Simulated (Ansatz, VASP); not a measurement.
## One calculation of BaTiO3, two programs

```
Ba Ti O
1.0
     4.08589    0.00000    0.00000
     0.00000    4.08589    0.00000
     0.00000    0.00000    4.08589
Ba Ti O
1 1 3
Direct
  0.50000 0.50000 0.50000
  0.00000 0.00000 0.00000
  0.50000 0.00000 0.00000
  0.00000 0.50000 0.00000
  0.00000 0.00000 0.50000
```

Change from the starting cell: volume scaled by 1.06.

Alike in both runs: task single point; functional LDA; k mesh 8 × 8 × 8; occupations fermi-dirac, width 0.05 eV; no spin polarisation.

|  | VASP | Ansatz |
| --- | --- | --- |
| version | VASP 6.6.1 | Ansatz 0.2.0 |
| potentials or method | VASP PAW LDA potentials, release 64 (Ba_sv, Ti_sv, O), cutoff 520 eV | all-electron LAPW, scalar-relativistic |

VASP gave:

- pressure (GPa): -15.6

Question: Which values does Ansatz return?

Answer: Pressure (GPa): -17.1.

LDA's correlation is that of Perdew and Zunger in VASP and of Perdew and Wang (1992) in Ansatz. Ansatz ran all-electron here, and VASP with PAW potentials.

Neither program's run includes spin-orbit coupling.
